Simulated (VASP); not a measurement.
# Sb in VASP: notebook, part 2 of 2

VASP 6.6.1. The steps go on from the part before.

## 3. Relaxation of the atoms, PBEsol

Input file INCAR:

```
PREC = Accurate
ENCUT = 520
EDIFF = 1E-7
ISMEAR = -1
SIGMA = 0.1
LREAL = False
LASPH = True
NELM = 60
ALGO = Normal
ISIF = 2
LWAVE = False
LCHARG = False
LDIPOL = True
IDIPOL = 3
DIPOL = 0.5 0.5 0.500
GGA = PS
IBRION = 2
NSW = 32
EDIFFG = -0.01
```

Input file KPOINTS:

```
Automatic mesh
0
Gamma
  11 11 1
```

Input file POSCAR:

```
Sb
1.0
    3.3338465325      0.0000000000      0.0000000000
    0.0000000000      3.3338465325      0.0000000000
    0.0000000000      0.0000000000     25.4295000000
Sb
5
Direct
    0.0000000000      0.0000000000      0.3238290490
    0.5000000000      0.5000000000      0.4057517007
    0.0000000000      0.0000000000      0.4999999152
    0.5000000000      0.5000000000      0.5942483203
    0.0000000000      0.0000000000      0.6761710148
```

Potentials or basis: VASP PAW PBE potentials, release 64 (Sb).

Command:

```sh
$ cat potpaw_PBE.64/Sb/POTCAR > POTCAR
$ mpirun -np 1 vasp_std > vasp.out
```

OUTCAR:

```text
PREC = Accurate
   ENCUT = 520
   EDIFF = 1E-7
   ISMEAR = -1
   LREAL = False
   LASPH = True
   NELM = 60
   ISIF = 2
   GGA = PS
   IBRION = 2
   NSW = 32
   EDIFFG = -0.01

 ion  position               nearest neighbor table
   1  0.000  0.000  0.324-   2 3.15   2 3.15   2 3.15   2 3.15
   2  0.500  0.500  0.406-   1 3.15   1 3.15   1 3.15   1 3.15   3 3.36   3 3.36   3 3.36   3 3.36

   3  0.000  0.000  0.500-   2 3.36   2 3.36   2 3.36   2 3.36   4 3.36   4 3.36   4 3.36   4 3.36

   4  0.500  0.500  0.594-   5 3.15   5 3.15   5 3.15   5 3.15   3 3.36   3 3.36   3 3.36   3 3.36

   5  0.000  0.000  0.676-   4 3.15   4 3.15   4 3.15   4 3.15

  LATTYP: Found a simple tetragonal cell.
 ALAT       =     3.3338465325
 C/A-ratio  =     7.6276756450

  Lattice vectors:

 A1 = (   3.3338465325,   0.0000000000,   0.0000000000)
 A2 = (   0.0000000000,   3.3338465325,   0.0000000000)
 A3 = (   0.0000000000,   0.0000000000,  25.4295000000)

Analysis of symmetry for initial positions (statically):
=====================================================================
 Subroutine PRICEL returns:
 Original cell was already a primitive cell.

 Routine SETGRP: Setting up the symmetry group for a
 simple tetragonal supercell.

 Subroutine GETGRP returns: Found 16 space group operations
 (whereof 16 operations were pure point group operations)
 out of a pool of 16 trial point group operations.

The static configuration has the point symmetry D_4h.

Analysis of symmetry for dynamics (positions and initial velocities):
=====================================================================
 Subroutine PRICEL returns:
 Original cell was already a primitive cell.
[... 160 lines left out ...]

------------------------ aborting loop because EDIFF is reached ----------------------------------------

  FORCE on cell =-STRESS in cart. coord.  units (eV):
  Direction    XX          YY          ZZ          XY          YZ          ZX
  --------------------------------------------------------------------------------------
  -------------------------------------------------------------------------------------
  Total        0.8921050      0.8921050     -0.0995686      0.0000000      0.0000000     -0.0000000
  in kB        5.0570532      5.0570532     -0.5644218      0.0000000      0.0000000     -0.0000000
  external PRESSURE =       3.1832282 kB  Pullay stress =       0.0000000 kB
[... 98 lines left out ...]
  FREE ENERGIE OF THE ION-ELECTRON SYSTEM (eV)
  ---------------------------------------------------
  free  energy   TOTEN  =       -20.9979194836 eV

  energy  without entropy=      -20.8988201885  energy(sigma->0) =      -20.94836984

[... ionic steps 4 to 8 ...]

--------------------------------------- Ionic step        9  -------------------------------------------

 number of electron      25.0000002 magnetization

------------------------ aborting loop because EDIFF is reached ----------------------------------------
[... 67 lines left out ...]
  FREE ENERGIE OF THE ION-ELECTRON SYSTEM (eV)
  ---------------------------------------------------
  free  energy   TOTEN  =       -20.9989158002 eV

  energy  without entropy=      -20.9007694529  energy(sigma->0) =      -20.94984263

 dipolmoment           0.000000      0.000000      0.000000 electrons x Angstroem

--------------------------------------- Ionic step       11  -------------------------------------------

 number of electron      25.0000002 magnetization

 dipolmoment           0.000000      0.000000     -0.000000 electrons x Angstroem

 Free energy of the ion-electron system (eV)
  ---------------------------------------------------
  ext. energy  EPLUGINS =         0.00000000
  ---------------------------------------------------
  free energy    TOTEN  =       -20.99895835 eV

  energy without entropy =      -20.90152632  energy(sigma->0) =      -20.95024234

 E-fermi :   1.8254     XC(G=0):  -5.3521

 val. band max:        1.8098440920   @ k =   0.4545   0.2727   0.0000
 cond. band min:       1.8716454430   @ k =   0.1818   0.0909   0.0000
 fundamental gap:      0.0618013509
 Fermi energy:         1.8254338095

 k-point     1 :       0.0000    0.0000    0.0000
  band No.  band energies     occupation
      1     -11.5009      2.00000
      2     -11.0464      2.00000
      3      -9.5554      2.00000
      4      -7.6733      2.00000
      5      -6.1748      2.00000
      6      -2.3715      2.00000
[... 378 lines left out ...]
      5      -5.5094      2.00000
      6      -3.3381      2.00000
[... 8 lines left out ...]
     15       0.9499      1.99968
     16       1.1044      1.99852

------------------------ aborting loop because EDIFF is reached ----------------------------------------

 vacuum level on the upper side and lower side of the slab       (xc-potential included)        -0.012        -0.012

  FORCE on cell =-STRESS in cart. coord.  units (eV):
  Direction    XX          YY          ZZ          XY          YZ          ZX
  --------------------------------------------------------------------------------------
  -------------------------------------------------------------------------------------
  Total        1.1793566      1.1793566      0.0155407      0.0000000      0.0000000      0.0000000
  in kB        6.6853891      6.6853891      0.0880951      0.0000000      0.0000000      0.0000000
  external PRESSURE =       4.4862911 kB  Pullay stress =       0.0000000 kB
[... 20 lines left out ...]
  FREE ENERGIE OF THE ION-ELECTRON SYSTEM (eV)
  ---------------------------------------------------
  free  energy   TOTEN  =       -20.9989583535 eV

  energy  without entropy=      -20.9015263167  energy(sigma->0) =      -20.95024234

 reached required accuracy - stopping structural energy minimisation

 vacuum level on the upper side and lower side of the slab         6.008         6.008
```

Wall time 21 min (1 thread of Oxide Virtual Turin-like, shared host); peak memory 0.4 GiB.

Results:

| Property | Result |
| --- | --- |
| Free energy | -20.9990 eV |
| Energy gained by relaxing | 0.3 meV/atom |
| Ionic steps | 11 |
| Largest force after relaxing | 0.009 eV/Å |

Forces on the atoms (eV/Å):
```
Sb   0.000  0.000 -0.007
Sb   0.000  0.000  0.009
Sb   0.000  0.000  0.000
Sb   0.000  0.000 -0.009
Sb   0.000  0.000  0.007
```

Step by step:
```
step  energy change (eV)  largest force (eV/Å)  pressure (GPa)
   1              0.0000                0.0394            0.32
   2             -0.0001                0.0345            0.31
   3             -0.0004                0.0191            0.28
   4             -0.0003                0.0405            0.23
   5             -0.0005                0.0228            0.26
   6             -0.0006                0.0220            0.27
   7             -0.0009                0.0197            0.30
   8             -0.0013                0.0154            0.35
   9             -0.0012                0.0246            0.48
  10             -0.0014                0.0120            0.40
  11             -0.0015                0.0087            0.45
```

Final structure:
```xyz
5
Lattice="3.3338 0.0000 0.0000 0.0000 3.3338 0.0000 0.0000 0.0000 25.4295" Properties=species:S:1:pos:R:3 pbc="T T T"
Sb    0.0000    0.0000    8.2649
Sb    1.6669    1.6669   10.3551
Sb    3.3338    0.0000   12.7147
Sb    1.6669    1.6669   15.0744
Sb    0.0000    0.0000   17.1646
```

Levels at points of the mesh, in eV from the Fermi level:
| k point | band 7 | band 8 | band 9 | band 10 | band 11 | band 12 | band 13 | band 14 | band 15 | band 16 |
| --- | --- | --- | --- | --- | --- | --- | --- | --- | --- | --- |
| (0.00, 0.00, 0.00) | -2.16 | 0.22 | 0.22 | 0.25 | 0.71 | 0.71 | 2.25 | 2.25 | 2.37 | 3.71 |

Caveat: the highest band is partly filled, so the run has too few bands; the PAW data sets were made with another functional, which shifts forces and pressure a little; spin-orbit coupling is left out, which moves the levels of the heavy elements.
